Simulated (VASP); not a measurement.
# SiC3 (P-4m2) in VASP: further runs

Runs on SiC3. Level: PBE. Tasks: relaxation of cell and atoms.

Everything below comes from runs of VASP 6.6.1. Logs are shortened: lines on timing, memory, paths and dates and some standing lists are left out, and cuts for length are marked.

**1. The cell of the first run**

It takes space group P-4m2 (No. 115, tetragonal). Conventional cell: a = 3.360 Å, b = 3.360 Å, c = 4.752 Å, α = 90.00°, β = 90.00°, γ = 90.00°. Within 2.7 Å of Si (site symmetry -4m2) lie 4 C at 2.06 Å. C (site symmetry 2mm) has 2 Si at 2.06 Å and 2 C at 2.06 Å within 2.7 Å. Within 2.7 Å of C (site symmetry -4m2) lie 4 C at 2.06 Å.

**2. Relaxation of cell and atoms, PBE**

The input, INCAR:

```
SYSTEM = SiC3
PREC = Accurate ; ENCUT = 600
EDIFF = 1E-7 ; ISMEAR = 0
SIGMA = 0.1 ; LREAL = .FALSE.
LASPH = .TRUE. ; NELM = 80
ALGO = Normal ; ISIF = 3
LWAVE = .FALSE. ; LCHARG = .FALSE.
GGA = PE ; IBRION = 2
NSW = 90 ; EDIFFG = -0.04
```

The input, KPOINTS:

```
Automatic mesh
0
G
  6 6 4
  0 0 0
```

The input, POSCAR:

```
SiC3
1.0
    3.3598528600      0.0000000000      0.0000000000
    0.0000000000      3.3598528600      0.0000000000
    0.0000000000      0.0000000000      4.7515494800
Si C
1 3
Direct
    0.5000000000      0.5000000000      0.0000000000
    0.0000000000      0.5000000000      0.2500000000
    0.5000000000      0.0000000000      0.7500000000
    0.0000000000      0.0000000000      0.5000000000
```

Potentials or basis: VASP PAW PBE potentials, release 64 (Si, C).

The run is started by

```sh
$ cat potpaw_PBE.64/Si/POTCAR potpaw_PBE.64/C/POTCAR > POTCAR
$ mpirun -np 1 vasp_std > vasp.out
```

OUTCAR:

```text
SYSTEM = SiC3
   PREC = Accurate
   ENCUT = 600
   EDIFF = 1E-7
   ISMEAR = 0
   LREAL = .FALSE.
   LASPH = .TRUE.
   NELM = 80
   ISIF = 3
   GGA = PE
   IBRION = 2
   NSW = 90
   EDIFFG = -0.04

 ion  position               nearest neighbor table
   1  0.500  0.500  0.000-   2 2.06   3 2.06   3 2.06   2 2.06
   2  0.000  0.500  0.250-   1 2.06   4 2.06   4 2.06   1 2.06
   3  0.500  0.000  0.750-   1 2.06   4 2.06   1 2.06   4 2.06
   4  0.000  0.000  0.500-   2 2.06   3 2.06   2 2.06   3 2.06

  LATTYP: Found a simple tetragonal cell.
 ALAT       =     3.3598528600
 C/A-ratio  =     1.4142135617

  Lattice vectors:

 A1 = (   3.3598528600,   0.0000000000,   0.0000000000)
 A2 = (   0.0000000000,   3.3598528600,   0.0000000000)
 A3 = (   0.0000000000,   0.0000000000,   4.7515494800)

Analysis of symmetry for initial positions (statically):
=====================================================================
 Subroutine PRICEL returns:
 Original cell was already a primitive cell.

 Routine SETGRP: Setting up the symmetry group for a
 simple tetragonal supercell.

 Subroutine GETGRP returns: Found  8 space group operations
 (whereof  8 operations were pure point group operations)
 out of a pool of 16 trial point group operations.

The static configuration has the point symmetry D_2d.

Analysis of symmetry for dynamics (positions and initial velocities):
=====================================================================
 Subroutine PRICEL returns:
 Original cell was already a primitive cell.

 Routine SETGRP: Setting up the symmetry group for a
 simple tetragonal supercell.

 Subroutine GETGRP returns: Found  8 space group operations
 (whereof  8 operations were pure point group operations)
 out of a pool of 16 trial point group operations.

The dynamic configuration has the point symmetry D_2d.

 Subroutine INISYM returns: Found  8 space group operations
 (whereof  8 operations are pure point group operations),
 and found     1 'primitive' translations

----------------------------------------------------------------------------------------

                                     Primitive cell

  volume of cell :      53.6384

  direct lattice vectors                    reciprocal lattice vectors
     3.359852860  0.000000000  0.000000000     0.297632081  0.000000000  0.000000000
     0.000000000  3.359852860  0.000000000     0.000000000  0.297632081  0.000000000
     0.000000000  0.000000000  4.751549480     0.000000000  0.000000000  0.210457663

  length of vectors
     3.359852860  3.359852860  4.751549480     0.297632081  0.297632081  0.210457663

  position of ions in fractional coordinates (direct lattice)
     0.500000000  0.500000000  0.000000000
     0.000000000  0.500000000  0.250000000
     0.500000000  0.000000000  0.750000000
     0.000000000  0.000000000  0.500000000

  ion indices of the primitive-cell ions
   primitive index   ion index
                 1           1
                 2           2
                 3           3
                 4           4

----------------------------------------------------------------------------------------

 KPOINTS: Automatic mesh

Automatic generation of k-mesh.
 Grid dimensions read from file:
 generate k-points for:    6    6    4

 Generating k-lattice:

  Cartesian coordinates                     Fractional coordinates (reciprocal lattice)
     0.049605347  0.000000000  0.000000000     0.166666667  0.000000000  0.000000000
     0.000000000  0.049605347  0.000000000     0.000000000  0.166666667  0.000000000
     0.000000000  0.000000000  0.052614416     0.000000000  0.000000000  0.250000000

  Length of vectors
     0.049605347  0.049605347  0.052614416

  Shift w.r.t. Gamma in fractional coordinates (k-lattice)
     0.000000000  0.000000000  0.000000000

 Subroutine IBZKPT returns following result:
 ===========================================

 Found     30 irreducible k-points:

 Following reciprocal coordinates:
            Coordinates               Weight
  0.000000  0.000000  0.000000      1.000000
  0.166667  0.000000  0.000000      4.000000
  0.333333  0.000000  0.000000      4.000000
  0.500000  0.000000  0.000000      2.000000
  0.166667  0.166667  0.000000      4.000000
  0.333333  0.166667  0.000000      8.000000
[... 16 lines left out ...]
  0.333333  0.000000  0.500000      4.000000
  0.500000  0.000000  0.500000      2.000000
 [... further k-points ...]
   k-points           NKPTS =     30   k-points in BZ     NKDIM =     30   number of bands    NBANDS=     12
   number of dos      NEDOS =    301   number of ions     NIONS =      4
   total plane-waves  NPLWV =  31360
   dimension x,y,z NGX =    28 NGY =   28 NGZ =   40
   dimension x,y,z NGXF=    56 NGYF=   56 NGZF=   80
   ions per type =               1   3
   NGX,Y,Z   is equivalent  to a cutoff of  13.85, 13.85, 14.00 a.u.
   NGXF,Y,Z  is equivalent  to a cutoff of  27.71, 27.71, 27.99 a.u.
 SYSTEM =  SiC3
   PREC   = accura    normal or accurate (medium, high low for compatibility)
   ISTART =      0    job   : 0-new  1-cont  2-samecut
   ICHARG =      2    charge: 1-file 2-atom 10-const
   ISPIN  =      1    spin polarized calculation?
   LNONCOLLINEAR =      F non collinear calculations
   LSORBIT =      F    spin-orbit coupling
   LASPH  =      T    aspherical Exc in radial PAW
   ENCUT  =  600.0 eV  44.10 Ry    6.64 a.u.   6.71  6.71  9.49*2*pi/ulx,y,z
   NELM   =     80;   NELMIN=  2; NELMDL= -5     # of ELM steps
   EDIFF  = 0.1E-06   stopping-criterion for ELM
   LREAL  =      F    real-space projection
   EDIFFG = -.4E-01   stopping-criterion for IOM
   NSW    =     90    number of steps for IOM
   IBRION =      2    ionic relax: 0-MD 1-quasi-New 2-CG
   NFREE  =      1    steps in history (QN), initial steepest desc. (CG)
   ISIF   =      3    stress and relaxation
   ISYM   =      2    0-nonsym 1-usesym 2-fastsym
   POTIM  = 0.5000    time-step for ionic-motion
   TEBEG  =    0.0;   TEEND  =   0.0 temperature during run
   PSTRESS=    0.0 pullay stress
   NELECT =      16.0000    total number of electrons
   NUPDOWN=      -1.0000    fix difference up-down
   EMIN   =  10.00;   EMAX   =-10.00  energy-range for DOS
   EFERMI =   0.00;   METHOD = LEGACY
   ISMEAR =     0;   SIGMA  =   0.10  broadening in eV -4-tet -1-fermi 0-gaus
   EFERMI_NEDOS =   21; number of points for ismear=-14 and -15
   IALGO  =     38    algorithm
   IMIX   =      4    mixing-type and parameters
     AMIX     =   0.40;   BMIX     =  1.00
     AMIX_MAG =   1.60;   BMIX_MAG =  1.00
  volume/ion in A,a.u.               =      13.41        90.49
  Fermi-wavevector in a.u.,A,eV,Ry     =   1.093846  2.067069 16.279362  1.196499
  Thomas-Fermi vector in A             =   2.230139
   LORBIT       =      0    0 simple, 1 ext, 2 COOP (PROOUT), +10 PAW based schemes
   GGA     = PE    functional components
   LHFCALC =     F    Hartree Fock is set to
   AEXX    =    0.0000 exact exchange contribution
   IVDW    =     0    specifies the selected vdW correction
   LEPSILON=     F    determine dielectric tensor
   LRPA    =     F    only Hartree local field effects (RPA)
 conjugate gradient relaxation of ions
 non-spin polarized calculation
 Gauss-broadening in eV      SIGMA  =   0.10
  energy-cutoff  :      600.00
  volume of cell :       53.64
 maximum number of plane-waves:      1868
 NGX is ok and might be reduce to    28
   NGX = 13   NGY = 13   NGZ = 19

--------------------------------------- Ionic step        1  -------------------------------------------

 number of electron      15.9999999 magnetization

 Free energy of the ion-electron system (eV)
  ---------------------------------------------------
  ext. energy  EPLUGINS =         0.00000000
  ---------------------------------------------------
  free energy    TOTEN  =       -26.07667840 eV

  energy without entropy =      -26.07665905  energy(sigma->0) =      -26.07666873

 E-fermi :   3.4738     XC(G=0):  -9.7934

 val. band max:        3.2641726439   @ k =   0.0000   0.0000   0.0000
 cond. band min:       3.6834768262   @ k =   0.5000   0.0000   0.5000
 fundamental gap:      0.4193041823
 Fermi energy:         3.4738396554

 k-point     1 :       0.0000    0.0000    0.0000
  band No.  band energies     occupation
      1     -10.1356      2.00000
      2      -6.1081      2.00000
      3      -4.9987      2.00000
      4       0.5251      2.00000
      5       0.5251      2.00000
      6       2.9244      2.00000
      7       3.2642      1.99697
      8       3.2642      1.99697
      9       3.9773      0.00000
     10       5.9079      0.00000
     11       6.9517      0.00000
     12       6.9724      0.00000
[... 810 lines left out ...]
 k-point    24 :       0.5000    0.0000    0.5000
  band No.  band energies     occupation
      1      -5.8681      2.00000
      2      -3.8166      2.00000
      3      -1.2142      2.00000
      4      -0.5324      2.00000
      5       5.0964      2.00000
      6       8.1964      2.00000
      7       8.4442      2.00000
      8       9.6052      2.00000
      9      13.5869      0.00000
     10      15.5518      0.00000
     11      17.0905      0.00000
     12      17.2876      0.00000

 [... further k-points ...]

[... ionic steps 4 to 8 ...]

--------------------------------------- Ionic step        9  -------------------------------------------

 number of electron      16.0000000 magnetization

------------------------ aborting loop because EDIFF is reached ----------------------------------------

  FORCE on cell =-STRESS in cart. coord.  units (eV):
  Direction    XX          YY          ZZ          XY          YZ          ZX
  --------------------------------------------------------------------------------------
  -------------------------------------------------------------------------------------
  Total       -0.0995104     -0.0995104     -0.1963109      0.0000000     -0.0000000      0.0000000
  in kB       -4.9221914     -4.9221914     -9.7103438      0.0000000     -0.0000000      0.0000000
  external PRESSURE =      -6.5182422 kB  Pullay stress =       0.0000000 kB
[... 61 lines left out ...]
  energy  without entropy=      -31.1114092645  energy(sigma->0) =      -31.11140926

--------------------------------------- Ionic step       11  -------------------------------------------

 number of electron      16.0000000 magnetization

 Free energy of the ion-electron system (eV)
  ---------------------------------------------------
  ext. energy  EPLUGINS =         0.00000000
  ---------------------------------------------------
  free energy    TOTEN  =       -31.11152513 eV

  energy without entropy =      -31.11152513  energy(sigma->0) =      -31.11152513

 E-fermi :   9.8050     XC(G=0): -12.0587

 val. band max:        9.3367849147   @ k =   0.0000   0.0000   0.0000
 cond. band min:      10.9384050370   @ k =   0.5000   0.5000   0.0000
 fundamental gap:      1.6016201222
 Fermi energy:         9.8049764480

 k-point     1 :       0.0000    0.0000    0.0000
  band No.  band energies     occupation
      1      -9.3049      2.00000
      2      -2.7290      2.00000
      3      -1.4807      2.00000
      4       3.8778      2.00000
      5       3.8778      2.00000
      6       8.6520      2.00000
      7       9.3368      2.00000
      8       9.3368      2.00000
      9      11.1306      0.00000
     10      12.1760      0.00000
     11      14.3485      0.00000
     12      14.8671      0.00000
[... 376 lines left out ...]
  FREE ENERGIE OF THE ION-ELECTRON SYSTEM (eV)
  ---------------------------------------------------
  free  energy   TOTEN  =       -31.1115251262 eV

  energy  without entropy=      -31.1115251262  energy(sigma->0) =      -31.11152513

 reached required accuracy - stopping structural energy minimisation
```

Run time: 2.5 min. Hardware: 1 thread of Intel Xeon 6975P-C, shared host; peak memory 0.19 GiB.

Results:

* Free energy: -31.1115 eV
* Relaxed volume: 8.07 Å³/atom
* Relaxed cell: a = 2.803 Å, b = 2.803 Å, c = 4.109 Å, α = 90.00°, β = 90.00°, γ = 90.00°
* Space group after relaxing (to 0.05 Å): P-4m2 (No. 115)
* Energy gained by relaxing: 1258.7 meV/atom
* Ionic steps: 11
* Pressure after relaxing: 0.0 GPa
* Largest force after relaxing: 0.004 eV/Å
* Band gap on the k mesh: 1.60 eV, indirect (least direct gap 1.79 eV)

Forces on the atoms (eV/Å):
```
Si   0.000  0.000  0.000
C    0.000  0.000  0.004
C    0.000  0.000 -0.004
C    0.000  0.000  0.000
```

The path:
```tsv
step	energy change (eV)	largest force (eV/Å)	pressure (GPa)	volume (Å³)
1	0.0000	0.8923	-45.25	53.64
2	-3.9617	5.7778	46.45	29.28
3	-4.4396	4.4333	2.84	33.26
4	-4.4497	4.1006	21.16	30.14
5	-4.9385	0.4230	8.32	31.61
6	-5.0103	0.3243	-7.68	33.22
7	-5.0216	0.1411	-3.67	32.78
8	-5.0331	0.2098	0.28	32.28
9	-5.0342	0.1284	-0.65	32.39
10	-5.0347	0.0498	0.35	32.25
11	-5.0348	0.0041	0.04	32.29
```

Final structure:
```
Si C
1.0
     2.80334    0.00000    0.00000
     0.00000    2.80334    0.00000
     0.00000    0.00000    4.10913
Si C
1 3
Direct
  0.50000 0.50000 0.00000
  0.00000 0.50000 0.28791
  0.50000 0.00000 0.71209
  0.00000 0.00000 0.50000
```

Caveat: the volume moved by over 15 % at a fixed basis, so the end points are rough.

**3. Relaxation of cell and atoms, PBE**

This run uses another cell than the first one, of 8.09 Å³/atom, 0.603 times its volume.

The input, INCAR:

```
SYSTEM = SiC3
PREC = Accurate
ENCUT = 600
EDIFF = 1E-6
ISMEAR = 0
SIGMA = 0.02
LREAL = .FALSE.
LASPH = .TRUE.
NELM = 100
ALGO = Normal
ISIF = 3
LWAVE = .FALSE.
LCHARG = .FALSE.
GGA = PE
IBRION = 2
NSW = 100
EDIFFG = -0.01
```

The input, KPOINTS:

```
regular mesh
0
G
  10 10 8
  0 0 0
```

The input, POSCAR:

```
SiC3
1.0
    2.8046560007      0.0000000000      0.0000000000
    0.0000000000      2.8046560007      0.0000000000
    0.0000000000      0.0000000000      4.1121382543
Si C
1 3
Direct
    0.5000000000      0.5000000000      0.0000000000
    0.0000000000      0.5000000000      0.2879809550
    0.5000000000      0.0000000000      0.7120190450
    0.0000000000      0.0000000000      0.5000000000
```

Potentials or basis: VASP PAW PBE potentials, release 64 (Si, C).

The run is started by

```sh
$ cat potpaw_PBE.64/Si/POTCAR potpaw_PBE.64/C/POTCAR > POTCAR
$ mpirun -np 1 vasp_std > vasp.out
```

Wall time 60 s (1 thread of Intel Xeon 6975P-C, shared host); peak memory 0.18 GiB.

Results (log left out):

```
Free energy                            : -31.0941 eV
Relaxed volume                         : 8.07 Å³/atom
Relaxed cell                           : a = 2.802 Å, b = 2.802 Å, c = 4.110 Å, α = 90.00°, β = 90.00°, γ = 90.00°
Space group after relaxing (to 0.05 Å) : P-4m2 (No. 115)
Energy gained by relaxing              : 0.0 meV/atom
Ionic steps                            : 5
Pressure after relaxing                : 0.0 GPa
Largest force after relaxing           : 0.006 eV/Å
Band gap on the k mesh                 : 1.37 eV, indirect (least direct gap 1.79 eV)
```

Forces in eV/Å, atoms in the order of the input:
```
Si   0.000  0.000  0.000
C    0.000  0.000 -0.006
C    0.000  0.000  0.006
C    0.000  0.000  0.000
```

Step by step:
```tsv
step	energy change (eV)	largest force (eV/Å)	pressure (GPa)	volume (Å³)
1	0.0000	0.0089	-0.59	32.35
2	0.0000	0.0333	0.63	32.21
3	-0.0001	0.0120	0.01	32.28
4	-0.0001	0.0117	0.00	32.28
5	-0.0001	0.0062	0.00	32.27
```

Final structure:
```xyz
4
Lattice="2.8021 0.0000 0.0000 0.0000 2.8021 0.0000 0.0000 0.0000 4.1104" Properties=species:S:1:pos:R:3 pbc="T T T"
Si    1.4010    1.4010    0.0000
C     2.8021    1.4010    1.1840
C     1.4010    0.0000    2.9264
C     2.8021    2.8021    2.0552
```

Levels at points of the mesh, in eV from the valence-band top:
| k point | band 5 | band 6 | band 7 | band 8 | band 9 | band 10 | band 11 | band 12 |
| --- | --- | --- | --- | --- | --- | --- | --- | --- |
| (0.00, 0.00, 0.00) | -5.46 | -0.69 | 0.00 | 0.00 | 1.79 | 2.84 | 5.01 | 5.53 |
| (0.50, 0.00, 0.00) | -6.46 | -6.22 | -4.04 | -0.82 | 4.64 | 5.82 | 5.93 | 7.53 |
| (0.50, 0.50, 0.00) | -6.13 | -5.32 | -5.32 | -3.86 | 1.59 | 1.59 | 1.97 | 4.92 |
| (0.00, 0.00, 0.50) | -5.03 | -4.11 | -1.42 | -1.42 | 2.62 | 2.97 | 5.92 | 7.86 |
| (0.50, 0.00, 0.50) | -3.93 | -2.73 | -2.30 | -0.71 | 2.90 | 5.48 | 6.05 | 6.19 |
| (0.50, 0.50, 0.50) | -7.11 | -6.69 | -6.69 | -6.30 | 5.31 | 5.31 | 5.99 | 8.73 |
